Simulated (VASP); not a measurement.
The system is PbF2.

```
CELL_PARAMETERS angstrom
0.00000 2.96366 2.96366
2.96366 0.00000 2.96366
2.96366 2.96366 0.00000
ATOMIC_POSITIONS crystal
Pb 0.00000 0.00000 0.00000
F 0.75000 0.75000 0.75000
F 0.25000 0.25000 0.25000
```

Base run:

| Quantity | Value |
| --- | --- |
| Program | VASP 6.6.1 |
| Functional | r2SCAN |
| Potentials or basis | VASP PAW PBE potentials, release 64 (Pb_d, F) |
| Cutoff | 660 eV |
| k mesh | 8 × 8 × 8 |
| Occupations | fermi-dirac, width 0.05 eV |
| Spin | no spin polarisation |

Its results: band gap on the k mesh 4.94 eV (least direct gap 5.08 eV); pressure -0.4 GPa.

Question: The run is repeated on the same cell with these changes: functional from r2SCAN to PBEsol-based global hybrid with 25 % exact exchange; cutoff from 660 eV to 520 eV; k mesh from 8 × 8 × 8 to 4 × 4 × 4. What comes out?

Answer: Band gap on the k mesh 6.38 eV (least direct gap 6.52 eV); pressure -2.2 GPa.

Several settings changed at once.

Caveats: some runs use coarse meshes; the PAW data sets were made with another functional, which shifts forces and pressure a little; spin-orbit coupling is left out, which moves the levels of the heavy elements.

A k mesh can miss the band edges.
